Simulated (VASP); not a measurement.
A run of VASP 6.6.1 is set up as follows.

The input POSCAR:

```
SnSbSe2I
1.0
    0.0000001544      4.1811999732      0.0000000034
    7.0823723030     -2.0906002481     -0.0492019128
    0.3128315349     -0.0000000027    -10.8552427822
I Sb Se Sn
2 2 4 2
Direct
    0.3580376653      0.7160753306      0.8998380827
    0.6419623347      0.2839246694      0.1001619173
    0.2884998385      0.5769996770      0.3276793670
    0.7115001615      0.4230003230      0.6723206330
    0.0922685498      0.1845370995      0.7419562231
    0.9077314502      0.8154629005      0.2580437769
    0.3511073796      0.7022147592      0.5542726388
    0.6488926204      0.2977852408      0.4457273612
    0.0000000000      0.0000000000      0.5000000000
    0.0000000000      0.0000000000      0.0000000000
```

Contents of INCAR.step1:

```
PREC = Accurate
ENCUT = 520
ISMEAR = -1
SIGMA = 0.0889
LREAL = False
LASPH = True
NELM = 60
NBANDS = 49
GGA = PE
ALGO = Normal
EDIFF = 1E-4
LWAVE = True
LCHARG = False
```

INCAR.step2

```
PREC = Accurate
ENCUT = 520
EDIFF = 1E-7
ISMEAR = -1
SIGMA = 0.0889
LREAL = False
LASPH = True
NELM = 60
ALGO = Normal
ISIF = 2
LWAVE = False
LCHARG = True
METAGGA = R2SCAN
LMIXTAU = True
LELF = True
LVHAR = True
NBANDS = 49
ISTART = 1
```

File KPOINTS:

```
regular mesh
0
Gamma
  5 5 2
```

Potentials or basis: VASP PAW PBE potentials, release 64 (I, Sb, Se, Sn_d).

Run with:

```bash
$ cat potpaw_PBE.64/I/POTCAR potpaw_PBE.64/Sb/POTCAR potpaw_PBE.64/Se/POTCAR potpaw_PBE.64/Sn_d/POTCAR > POTCAR
$ cp INCAR.step1 INCAR
$ mpirun -np 1 vasp_std > vasp.out
$ cp INCAR.step2 INCAR
$ mpirun -np 1 vasp_std > vasp.out
```

Predict the largest force.

0.025 eV/Å.

Estimate the pressure.

0.0 GPa.

Estimate the band gap on the k mesh.

0.47 eV (least direct gap 0.72 eV).

Forces on the atoms (eV/Å):
```
I   -0.001  0.000  0.001
I    0.001  0.000 -0.001
Sb  -0.023  0.000  0.010
Sb   0.023  0.000 -0.010
Se  -0.004  0.000 -0.003
Se   0.004  0.000  0.003
Se   0.000  0.000 -0.021
Se   0.000  0.000  0.021
Sn   0.000  0.000  0.000
Sn   0.000  0.000  0.000
```

Caveat: semilocal functionals underestimate gaps, and a narrow one can read as zero; the PAW data sets were made with another functional, which shifts forces and pressure a little; spin-orbit coupling is left out, which moves the levels of the heavy elements. A k mesh can miss the band edges.
